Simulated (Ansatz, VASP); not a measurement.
LiNb3P: VASP beside Ansatz

```
Li Nb P
1.0
     3.33293    0.00000    0.00000
     0.00000    3.33293    0.00000
     0.00000    0.00000    7.67587
Li Nb P
1 3 1
Cartesian
  0.0000 0.0000 0.0000
  1.6665 1.6665 0.0000
  1.6665 1.6665 2.4869
  1.6665 1.6665 5.1890
  0.0000 0.0000 3.8379
```

Alike in both runs: functional PBE; k mesh 12 × 12 × 6; occupations gaussian, width 0.1 eV; no spin polarisation.

Ansatz relaxed the structure, and its values are those at the end. VASP's run is a single point on that final structure, the one shown.

```csv
,VASP,Ansatz
version,VASP 6.6.1,Ansatz 0.2.0
potentials or method,"VASP PAW PBE potentials, release 64 (Li_sv, Nb_sv, P), cutoff 520 eV","scalar-relativistic, plane waves, PAW"
valence electrons in the cell,47,47
```

```csv
,VASP,Ansatz,Ansatz less VASP
gap on the k mesh at the Fermi level (eV),none,none,-
rms of the force components (eV/Å),0.008,0.000,-0.0078
```

A gap of «none» marks a metal or a gap that the smearing closes. The functional is the same, so the differences come from potentials, cutoffs and numerics.

Noted on VASP's run: the cutoff is under 1.25 times that of the potentials, so the pressure is a little rough.
